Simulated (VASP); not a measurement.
Input of a VASP 6.6.1 run:

Contents of INCAR:

```
PREC = Accurate ; ENCUT = 500
EDIFF = 1E-6 ; ISMEAR = 0
SIGMA = 0.05 ; LREAL = F
LASPH = T ; NELM = 120
ALGO = Normal ; ISIF = 2
LWAVE = F ; LCHARG = F
GGA = CA ; NBANDS = 20
GGA_COMPAT = F
```

File KPOINTS:

```
regular mesh
0
Gamma
  8 8 5
```

Contents of POSCAR:

```
TaW
1.0
    1.5822075652     -2.2614041739      0.0000000000
    1.5822075652      2.2614041739      0.0000000000
    0.0000000000      0.0000000000      4.4319808724
Ta W
1 1
Direct
    0.0000000000      0.0000000000      0.0000000000
    0.5000000000      0.5000000000      0.5000000000
```

Potentials or basis: VASP PAW LDA potentials, release 64 (Ta_sv_GW, W_sv).

The run is started by

```sh
$ cat potpaw_LDA.64/Ta_sv_GW/POTCAR potpaw_LDA.64/W_sv/POTCAR > POTCAR
$ mpirun -np 1 vasp_std > vasp.out
```

Q: Predict the pressure.

A: 6.4 GPa.

Stress tensor (GPa, compression positive):
```
6.78 0.00 0.00
0.00 4.21 0.00
0.00 0.00 8.20
```
